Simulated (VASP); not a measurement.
# InSb (I4/mmm) in VASP: single point with PBEsol

Aim: the single point of InSb with PBEsol.

Program: VASP 6.6.1. These are calculated values, not measurements. Logs are shortened: lines on timing, memory, paths and dates and some standing lists are left out, and cuts for length are marked.

## (1) The cell of the first run

It takes space group I4/mmm (No. 139, tetragonal). Conventional cell: a = 4.455 Å, b = 4.455 Å, c = 6.454 Å, α = 90.00°, β = 90.00°, γ = 90.00°. In (site symmetry 4/mmm) has 6 Sb at 3.15 to 3.23 Å within 4.1 Å. Within 4.1 Å of Sb (site symmetry 4/mmm) lie 6 In at 3.15 to 3.23 Å.

## (2) Single point, PBEsol (strain +0.025 along x and y, +0.050 along z)

File INCAR:

```
SYSTEM = InSb
  ALGO = Normal
  EDIFF = 1E-6
  ENCUT = 520
  GGA = PS
  ISIF = 2
  ISMEAR = 0
  LASPH = .TRUE.
  LCHARG = .FALSE.
  LREAL = .FALSE.
  LWAVE = .FALSE.
  NBANDS = 16
  NELM = 60
  PREC = Accurate
  SIGMA = 0.15
```

File KPOINTS:

```
k-points
0
G
  14 14 14
  0 0 0
```

File POSCAR:

```
InSb
1.0
    0.0000000000      3.1503508250      3.2271886500
    3.1503508250      0.0000000000      3.2271886500
    3.1503508250      3.1503508250      0.0000000000
In Sb
1 1
Direct
    0.0000000000      0.0000000000      0.0000000000
    0.5000000000      0.5000000000      0.5000000000
```

Potentials or basis: VASP PAW PBE potentials, release 64 (In_d, Sb).

Started as:

```sh
> cat potpaw_PBE.64/In_d/POTCAR potpaw_PBE.64/Sb/POTCAR > POTCAR
> mpirun -np 1 vasp_std > vasp.out
```

OUTCAR:

```text
SYSTEM = InSb
   EDIFF = 1E-6
   ENCUT = 520
   GGA = PS
   ISIF = 2
   ISMEAR = 0
   LASPH = .TRUE.
   LREAL = .FALSE.
   NELM = 60
   PREC = Accurate

 ion  position               nearest neighbor table
   1  0.000  0.000  0.000-   2 3.15   2 3.15   2 3.15   2 3.15   2 3.23   2 3.23
   2  0.500  0.500  0.500-   1 3.15   1 3.15   1 3.15   1 3.15   1 3.23   1 3.23

  LATTYP: Found a body centered tetragonal cell.
 ALAT       =     4.4552688629
 C/A-ratio  =     1.4487065761

  Lattice vectors:

 A1 = (  -3.1503508250,   0.0000000000,   3.2271886500)
 A2 = (   3.1503508250,   0.0000000000,   3.2271886500)
 A3 = (   0.0000000000,   3.1503508250,  -3.2271886500)

Analysis of symmetry for initial positions (statically):
=====================================================================
 Subroutine PRICEL returns:
 Original cell was already a primitive cell.

 Routine SETGRP: Setting up the symmetry group for a
 body centered tetragonal supercell.

 Subroutine GETGRP returns: Found 16 space group operations
 (whereof 16 operations were pure point group operations)
 out of a pool of 16 trial point group operations.

The static configuration has the point symmetry D_4h.

Analysis of symmetry for dynamics (positions and initial velocities):
=====================================================================
 Subroutine PRICEL returns:
 Original cell was already a primitive cell.

 Routine SETGRP: Setting up the symmetry group for a
 body centered tetragonal supercell.

 Subroutine GETGRP returns: Found 16 space group operations
 (whereof 16 operations were pure point group operations)
 out of a pool of 16 trial point group operations.

The dynamic configuration has the point symmetry D_4h.

 Subroutine INISYM returns: Found 16 space group operations
 (whereof 16 operations are pure point group operations),
 and found     1 'primitive' translations

----------------------------------------------------------------------------------------

                                     Primitive cell

  volume of cell :      64.0578

  direct lattice vectors                    reciprocal lattice vectors
     0.000000000  3.150350825  3.227188650    -0.158712482  0.158712482  0.154933614
     3.150350825  0.000000000  3.227188650     0.158712482 -0.158712482  0.154933614
     3.150350825  3.150350825  0.000000000     0.158712482  0.158712482 -0.154933614

  length of vectors
     4.509928703  4.509928703  4.455268863     0.272733806  0.272733806  0.272733806

  position of ions in fractional coordinates (direct lattice)
     0.000000000  0.000000000  0.000000000
     0.500000000  0.500000000  0.500000000

  ion indices of the primitive-cell ions
   primitive index   ion index
                 1           1
                 2           2

----------------------------------------------------------------------------------------

 KPOINTS: k-points

Automatic generation of k-mesh.
 Grid dimensions read from file:
 generate k-points for:   14   14   14

 Generating k-lattice:

  Cartesian coordinates                     Fractional coordinates (reciprocal lattice)
    -0.011336606  0.011336606  0.011066687     0.071428571  0.000000000  0.000000000
     0.011336606 -0.011336606  0.011066687     0.000000000  0.071428571  0.000000000
     0.011336606  0.011336606 -0.011066687    -0.000000000 -0.000000000  0.071428571

  Length of vectors
     0.019480986  0.019480986  0.019480986

  Shift w.r.t. Gamma in fractional coordinates (k-lattice)
     0.000000000  0.000000000  0.000000000

 Subroutine IBZKPT returns following result:
 ===========================================

 Found    244 irreducible k-points:

 Following reciprocal coordinates:
            Coordinates               Weight
  0.000000  0.000000  0.000000      1.000000
  0.071429  0.000000  0.000000      8.000000
  0.142857 -0.000000  0.000000      8.000000
  0.214286 -0.000000  0.000000      8.000000
  0.285714  0.000000  0.000000      8.000000
  0.357143 -0.000000  0.000000      8.000000
[... 16 lines left out ...]
  0.214286  0.142857  0.000000      8.000000
  0.285714  0.142857  0.000000      8.000000
 [... further k-points ...]
   k-points           NKPTS =    244   k-points in BZ     NKDIM =    244   number of bands    NBANDS=     16
   number of dos      NEDOS =    301   number of ions     NIONS =      2
   total plane-waves  NPLWV =  46656
   dimension x,y,z NGX =    36 NGY =   36 NGZ =   36
   dimension x,y,z NGXF=    72 NGYF=   72 NGZF=   72
   ions per type =               1   1
   NGX,Y,Z   is equivalent  to a cutoff of  13.27, 13.27, 13.43 a.u.
   NGXF,Y,Z  is equivalent  to a cutoff of  26.54, 26.54, 26.87 a.u.
 SYSTEM =  InSb
   PREC   = accura    normal or accurate (medium, high low for compatibility)
   ISTART =      0    job   : 0-new  1-cont  2-samecut
   ICHARG =      2    charge: 1-file 2-atom 10-const
   ISPIN  =      1    spin polarized calculation?
   LNONCOLLINEAR =      F non collinear calculations
   LSORBIT =      F    spin-orbit coupling
   LASPH  =      T    aspherical Exc in radial PAW
   ENCUT  =  520.0 eV  38.22 Ry    6.18 a.u.   8.39  8.39  8.28*2*pi/ulx,y,z
   NELM   =     60;   NELMIN=  2; NELMDL= -5     # of ELM steps
   EDIFF  = 0.1E-05   stopping-criterion for ELM
   LREAL  =      F    real-space projection
   EDIFFG = 0.1E-04   stopping-criterion for IOM
   NSW    =      0    number of steps for IOM
   IBRION =     -1    ionic relax: 0-MD 1-quasi-New 2-CG
   NFREE  =      0    steps in history (QN), initial steepest desc. (CG)
   ISIF   =      2    stress and relaxation
   ISYM   =      2    0-nonsym 1-usesym 2-fastsym
   POTIM  = 0.5000    time-step for ionic-motion
   TEBEG  =    0.0;   TEEND  =   0.0 temperature during run
   PSTRESS=    0.0 pullay stress
   NELECT =      18.0000    total number of electrons
   NUPDOWN=      -1.0000    fix difference up-down
   EMIN   =  10.00;   EMAX   =-10.00  energy-range for DOS
   EFERMI =   0.00;   METHOD = LEGACY
   ISMEAR =     0;   SIGMA  =   0.15  broadening in eV -4-tet -1-fermi 0-gaus
   EFERMI_NEDOS =   21; number of points for ismear=-14 and -15
   IALGO  =     38    algorithm
   IMIX   =      4    mixing-type and parameters
     AMIX     =   0.40;   BMIX     =  1.00
     AMIX_MAG =   1.60;   BMIX_MAG =  1.00
  volume/ion in A,a.u.               =      32.03       216.14
  Fermi-wavevector in a.u.,A,eV,Ry     =   1.072280  2.026316 15.643771  1.149785
  Thomas-Fermi vector in A             =   2.208046
   LORBIT       =      0    0 simple, 1 ext, 2 COOP (PROOUT), +10 PAW based schemes
   GGA     = PS    functional components
   LHFCALC =     F    Hartree Fock is set to
   AEXX    =    0.0000 exact exchange contribution
   IVDW    =     0    specifies the selected vdW correction
   LEPSILON=     F    determine dielectric tensor
   LRPA    =     F    only Hartree local field effects (RPA)
 non-spin polarized calculation
 Gauss-broadening in eV      SIGMA  =   0.15
  energy-cutoff  :      520.00
  volume of cell :       64.06
 maximum number of plane-waves:      1751
 NGX is ok and might be reduce to    36
   NGX = 17   NGY = 17   NGZ = 17

 number of electron      18.0000004 magnetization

 Free energy of the ion-electron system (eV)
  ---------------------------------------------------
  ext. energy  EPLUGINS =         0.00000000
  ---------------------------------------------------
  free energy    TOTEN  =        -7.34402877 eV

  energy without entropy =       -7.32517674  energy(sigma->0) =       -7.33460276

 E-fermi :   5.3456     XC(G=0):  -9.4274

 val. band max:        5.3453230144   @ k =   0.4286  -0.0000   0.0714
 cond. band min:       5.3504925089   @ k =  -0.4286   0.1429   0.4286
 fundamental gap:      0.0051694945
 Fermi energy:         5.3456228508

 k-point     1 :       0.0000    0.0000    0.0000
  band No.  band energies     occupation
      1      -8.8611      2.00000
      2      -8.8603      2.00000
      3      -8.8387      2.00000
      4      -8.8364      2.00000
      5      -8.8364      2.00000
      6      -4.9684      2.00000
[... 8 lines left out ...]
     15      11.4861      0.00000
     16      11.4861      0.00000

 k-point     2 :       0.0714    0.0000    0.0000
  band No.  band energies     occupation
      1      -8.8620      2.00000
      2      -8.8610      2.00000
      3      -8.8381      2.00000
      4      -8.8361      2.00000
      5      -8.8357      2.00000
      6      -4.9212      2.00000
[... 8 lines left out ...]
     15      11.5334      0.00000
     16      11.6119      0.00000

 k-point     3 :       0.1429   -0.0000    0.0000
  band No.  band energies     occupation
      1      -8.8648      2.00000
      2      -8.8630      2.00000
      3      -8.8372      2.00000
      4      -8.8344      2.00000
      5      -8.8334      2.00000
      6      -4.7812      2.00000
[... 8 lines left out ...]
     15      11.8537      0.00000
     16      11.9116      0.00000

 k-point     4 :       0.2143   -0.0000    0.0000
  band No.  band energies     occupation
      1      -8.8691      2.00000
      2      -8.8663      2.00000
      3      -8.8368      2.00000
      4      -8.8306      2.00000
      5      -8.8299      2.00000
      6      -4.5551      2.00000
[... 8 lines left out ...]
     15      12.3623      0.00000
     16      12.3837      0.00000

 k-point     5 :       0.2857    0.0000    0.0000
  band No.  band energies     occupation
      1      -8.8741      2.00000
      2      -8.8703      2.00000
      3      -8.8368      2.00000
      4      -8.8258      2.00000
      5      -8.8258      2.00000
      6      -4.2578      2.00000
[... 8 lines left out ...]
     15      13.0182      0.00000
     16      13.0399      0.00000

 k-point     6 :       0.3571   -0.0000    0.0000
  band No.  band energies     occupation
      1      -8.8787      2.00000
      2      -8.8741      2.00000
      3      -8.8368      2.00000
      4      -8.8220      2.00000
      5      -8.8214      2.00000
      6      -3.9225      2.00000
[... 8 lines left out ...]
     15      13.7972      0.00000
     16      13.8657      0.00000

 k-point     7 :       0.4286   -0.0000    0.0000
  band No.  band energies     occupation
      1      -8.8819      2.00000
      2      -8.8767      2.00000
      3      -8.8369      2.00000
      4      -8.8193      2.00000
      5      -8.8182      2.00000
      6      -3.6232      2.00000
[... 8 lines left out ...]
     15      14.6876      0.00000
     16      14.8053      0.00000

 k-point     8 :       0.5000    0.0000    0.0000
  band No.  band energies     occupation
      1      -8.8831      2.00000
      2      -8.8776      2.00000
      3      -8.8370      2.00000
      4      -8.8184      2.00000
      5      -8.8171      2.00000
      6      -3.4932      2.00000
[... 8 lines left out ...]
     15      15.3904      0.00000
     16      15.5162      0.00000

 k-point     9 :       0.0714    0.0714    0.0000
  band No.  band energies     occupation
      1      -8.8632      2.00000
      2      -8.8605      2.00000
      3      -8.8393      2.00000
      4      -8.8351      2.00000
      5      -8.8351      2.00000
      6      -4.9075      2.00000
[... 8 lines left out ...]
     15      11.8803      0.00000
     16      11.8803      0.00000
[... 172 lines left out ...]
 k-point    19 :      -0.2143    0.0714    0.0000
  band No.  band energies     occupation
      1      -8.8740      2.00000
      2      -8.8657      2.00000
      3      -8.8367      2.00000
      4      -8.8292      2.00000
      5      -8.8271      2.00000
      6      -4.4159      2.00000
[... 8 lines left out ...]
     15      12.2735      0.00000
     16      13.3533      0.00000

 k-point    20 :      -0.1429    0.0714    0.0000
  band No.  band energies     occupation
      1      -8.8693      2.00000
      2      -8.8621      2.00000
      3      -8.8369      2.00000
      4      -8.8326      2.00000
      5      -8.8317      2.00000
      6      -4.6692      2.00000
[... 8 lines left out ...]
     15      11.8445      0.00000
     16      12.6147      0.00000

 k-point    21 :      -0.0714    0.0714    0.0000
  band No.  band energies     occupation
      1      -8.8651      2.00000
      2      -8.8604      2.00000
      3      -8.8367      2.00000
      4      -8.8356      2.00000
      5      -8.8348      2.00000
      6      -4.8406      2.00000
[... 8 lines left out ...]
     15      11.6126      0.00000
     16      11.9999      0.00000

 k-point    22 :       0.1429    0.1429    0.0000
  band No.  band energies     occupation
      1      -8.8719      2.00000
      2      -8.8589      2.00000
      3      -8.8410      2.00000
      4      -8.8313      2.00000
      5      -8.8313      2.00000
      6      -4.7261      2.00000
[... 8 lines left out ...]
     15      12.6771      0.00000
     16      12.6771      0.00000

 k-point    23 :       0.2143    0.1429    0.0000
  band No.  band energies     occupation
      1      -8.8778      2.00000
      2      -8.8592      2.00000
      3      -8.8414      2.00000
      4      -8.8288      2.00000
      5      -8.8282      2.00000
      6      -4.5623      2.00000
[... 8 lines left out ...]
     15      13.0397      0.00000
     16      13.1382      0.00000

 k-point    24 :       0.2857    0.1429    0.0000
  band No.  band energies     occupation
      1      -8.8832      2.00000
      2      -8.8620      2.00000
      3      -8.8406      2.00000
      4      -8.8264      2.00000
      5      -8.8242      2.00000
      6      -4.3183      2.00000
[... 8 lines left out ...]
     15      13.4591      0.00000
     16      13.7158      0.00000

 [... further k-points ...]

------------------------ aborting loop because EDIFF is reached ----------------------------------------

  FORCE on cell =-STRESS in cart. coord.  units (eV):
  Direction    XX          YY          ZZ          XY          YZ          ZX
  --------------------------------------------------------------------------------------
  -------------------------------------------------------------------------------------
  Total       -2.2353512     -2.2353512     -2.5587919      0.0000000      0.0000000     -0.0000000
  in kB      -55.9093146    -55.9093146    -63.9990264      0.0000000      0.0000000     -0.0000000
  external PRESSURE =     -58.6058852 kB  Pullay stress =       0.0000000 kB

 VOLUME and BASIS-vectors are now :
 -----------------------------------------------------------------------------
  energy-cutoff  :      520.00
  volume of cell :       64.06
      direct lattice vectors                 reciprocal lattice vectors
     0.000000000  3.150350825  3.227188650    -0.158712482  0.158712482  0.154933614
     3.150350825  0.000000000  3.227188650     0.158712482 -0.158712482  0.154933614
     3.150350825  3.150350825  0.000000000     0.158712482  0.158712482 -0.154933614

 POSITION                                       TOTAL-FORCE (eV/Angst)
 -----------------------------------------------------------------------------------
      0.00000      0.00000      0.00000         0.000000     -0.000000      0.000000
      3.15035      3.15035      3.22719        -0.000000      0.000000      0.000000
 -----------------------------------------------------------------------------------
    total drift:                               -0.000000      0.000000      0.000000

  FREE ENERGIE OF THE ION-ELECTRON SYSTEM (eV)
  ---------------------------------------------------
  free  energy   TOTEN  =        -7.3440287747 eV

  energy  without entropy=       -7.3251767390  energy(sigma->0) =       -7.33460276
```

Run time: 4.4 min. Hardware: 1 thread of AMD EPYC 7R13 (Zen 3), shared host; peak memory 0.37 GiB.

What came out:

- Free energy: -7.3440 eV
- Pressure: -5.9 GPa
- Band gap on the k mesh: zero (band 9 reaches 5.88 eV, above the bottom of band 10 at 3.59 eV)

Stress tensor (GPa, compression positive):
```
-5.59  0.00  0.00
 0.00 -5.59  0.00
 0.00  0.00 -6.40
```

Levels at points of the mesh, in eV from the Fermi level:
```
           k point  band 6  band 7  band 8  band 9  band 10  band 11  band 12  band 13
(0.00, 0.00, 0.00)  -10.31   -1.19   -0.08   -0.08     0.14     5.26     5.86     5.86
(0.50, 0.00, 0.00)   -8.84   -5.91    0.25    0.36     1.98     2.43     2.53     2.76
(0.50, 0.50, 0.00)   -8.43   -3.85   -3.28   -1.76    -1.76     3.43     7.56     7.56
(0.50, 0.00, 0.50)   -8.27   -3.87   -3.47   -1.96    -1.71     3.34     7.14     7.80
```

Caveat: the cell differs from its parent crystal (strain +0.025 along x and y, +0.050 along z); the PAW data sets were made with another functional, which shifts forces and pressure a little; spin-orbit coupling is left out, which moves the levels of the heavy elements.
